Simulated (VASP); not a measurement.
A run of VASP 6.6.1 is set up as follows.

INCAR

```
ALGO = Normal
EDIFF = 1E-7
ENCUT = 520
GGA = PE
ISIF = 2
ISMEAR = 0
LASPH = T
LCHARG = T
LELF = T
LREAL = F
LVHAR = T
LWAVE = F
NBANDS = 12
NELM = 80
PREC = Accurate
SIGMA = 0.02
```

KPOINTS

```
k-points
0
Gamma
  10 10 10
```

POSCAR

```
LiF
1.0
    0.0000000000      2.0543624099      2.0543624099
    2.0543624099      0.0000000000      2.0543624099
    2.0543624099      2.0543624099      0.0000000000
Li F
1 1
Direct
    0.5000000000      0.5000000000      0.5000000000
    0.0000000000      0.0000000000      0.0000000000
```

Potentials or basis: VASP PAW PBE potentials, release 64 (Li_sv, F).

The run is started by

```console
$ cat potpaw_PBE.64/Li_sv/POTCAR potpaw_PBE.64/F/POTCAR > POTCAR
$ mpirun -np 1 vasp_std > vasp.out
```

(1) Estimate the band gap on the k mesh.

Answers

(1) 8.58 eV.
